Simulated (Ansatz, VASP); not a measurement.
TiB2: VASP beside Ansatz

```
Ti B
1.0
     3.01783    0.00000    0.00000
    -1.50892    2.61352    0.00000
     0.00000    0.00000    3.18499
Ti B
1 2
Direct
  0.00000 0.00000 0.00000
  0.33333 0.66667 0.50000
  0.66667 0.33333 0.50000
```

Alike in both runs: functional PBEsol; k mesh 15 × 15 × 12; occupations fermi-dirac, width 0.15 eV; no spin polarisation.

Ansatz relaxed the structure, and its values are those at the end. VASP's run is a single point on that final structure, the one shown.

|  | VASP | Ansatz |
| --- | --- | --- |
| version | VASP 6.6.1 | Ansatz 0.2.0 |
| potentials or method | VASP PAW PBE potentials, release 64 (Ti_sv, B), cutoff 520 eV | scalar-relativistic, plane waves, PAW |
| valence electrons in the cell | 18 | 18 |

|  | VASP | Ansatz | Ansatz less VASP |
| --- | --- | --- | --- |
| gap on the k mesh at the Fermi level (eV) | none | none | - |
| pressure (GPa) | 0.4 | 0.0 | -0.40 |

VASP's potentials were made for PBE, not for PBEsol, and Ansatz warns of the same on its side. A gap of «none» marks a metal or a gap that the smearing closes.
